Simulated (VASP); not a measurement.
Set up this calculation in VASP 6.6.1, as the native input.

```
Task                   : single point
Functional             : PBE
Potentials or basis    : VASP PAW PBE potentials, release 64 (Ta_pv)
Cutoff                 : 500 eV
k mesh                 : 2 × 3 × 3
Occupations            : fermi-dirac, width 0.1 eV
Spin                   : no spin polarisation
Dipole correction      : no
Further INCAR settings : ALGO = Normal; EDIFF = 1e-06; NBANDS = 78
```

The structure of Ta lies in POSCAR:

```
Ta
1.0
   -4.9538400000      4.9538400000      4.9538400000
    3.3025600000     -3.3025600000      3.3025600000
    3.3025600000      3.3025600000     -3.3025600000
Ta
12
Direct
    0.0000000000      0.0000000000      0.0000000000
    0.0000000000      0.0000000000      0.5000000000
    0.0000000000      0.5000000000      0.0000000000
    0.0000000000      0.5000000000      0.5000000000
    0.3333333333      0.0000000000      0.0000000000
    0.3333333333      0.0000000000      0.5000000000
    0.3333333333      0.5000000000      0.0000000000
    0.3333333333      0.5000000000      0.5000000000
    0.6666666667      0.0000000000      0.0000000000
    0.6666666667      0.0000000000      0.5000000000
    0.6666666667      0.5000000000      0.0000000000
    0.6666666667      0.5000000000      0.5000000000
```

The input as run:

INCAR

```
SYSTEM = Ta
ALGO = Normal
EDIFF = 1E-6
ENCUT = 500
GGA = PE
GGA_COMPAT = .FALSE.
ISIF = 2
ISMEAR = -1
LASPH = .TRUE.
LCHARG = .TRUE.
LELF = .TRUE.
LREAL = .FALSE.
LVHAR = .TRUE.
LWAVE = .FALSE.
NBANDS = 78
NELM = 120
PREC = Accurate
SIGMA = 0.1
```

KPOINTS

```
k-points
0
G
  2 3 3
  0 0 0
```

Potentials or basis: VASP PAW PBE potentials, release 64 (Ta_pv).

Run with:

```console
$ cat potpaw_PBE.64/Ta_pv/POTCAR > POTCAR
$ mpirun -np 1 vasp_std > vasp.out
```

It gave:

```json
{
 "Pressure": "5.0 GPa",
 "Band gap on the k mesh": "zero (bands 66 and 67 overlap by 1.05 eV)"
}
```

Caveat: the k points lie up to 0.45 Å⁻¹ apart, too coarse for converged energies and pressures of a metal; spin-orbit coupling is left out, which moves the levels of the heavy elements.

Wall time 2 min on 1 thread of AMD EPYC 7R13 Processor (Zen 3), with other jobs on the host, peak memory 0.32 GiB.
